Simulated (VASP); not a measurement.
**Li3Au5: single point with PBE**

Li3Au5:

```
Li Au
1.0
    -3.19900    3.19900    3.19900
     3.19900   -3.19900    3.19900
     3.19900    3.19900   -3.19900
Li Au
3 5
Direct
  0.00000 0.50000 0.50000
  0.50000 0.00000 0.50000
  0.50000 0.50000 0.00000
  0.50000 0.50000 0.50000
  0.00000 0.00000 0.50000
  0.00000 0.50000 0.00000
  0.50000 0.00000 0.00000
  0.00000 0.00000 0.00000
```

```yaml
Program: VASP 6.6.1
Task: single point
Functional: PBE
Potentials_or_basis: VASP PAW PBE potentials, release 64 (Li_sv, Au)
Cutoff: 520 eV
k_mesh: 8 × 8 × 8
Occupations: gaussian, width 0.1 eV
Spin: no spin polarisation
```

- Band gap on the k mesh: zero (bands 32 and 33 overlap by 1.05 eV)

Levels at points of the mesh, in eV from the Fermi level:
| k point | band 28 | band 29 | band 30 | band 31 | band 32 | band 33 | band 34 | band 35 | band 36 | band 37 |
| --- | --- | --- | --- | --- | --- | --- | --- | --- | --- | --- |
| (0.00, 0.00, 0.00) | -1.81 | -1.81 | -0.12 | -0.12 | -0.12 | 0.01 | 0.01 | 0.01 | 2.02 | 2.02 |
| (0.50, 0.00, 0.00) | -2.81 | -2.80 | -2.08 | -0.98 | 0.31 | 0.57 | 0.97 | 3.19 | 3.49 | 4.44 |
| (0.50, 0.50, 0.50) | -2.37 | -2.37 | -1.50 | -1.50 | -1.50 | -0.73 | -0.73 | 4.07 | 4.92 | 4.92 |

Wall time 2 min on 1 thread of Intel(R) Xeon(R) 6975P-C (Granite Rapids) (shared host), peak memory 0.32 GiB.

Caveat: spin-orbit coupling is left out, which moves the levels of the heavy elements.
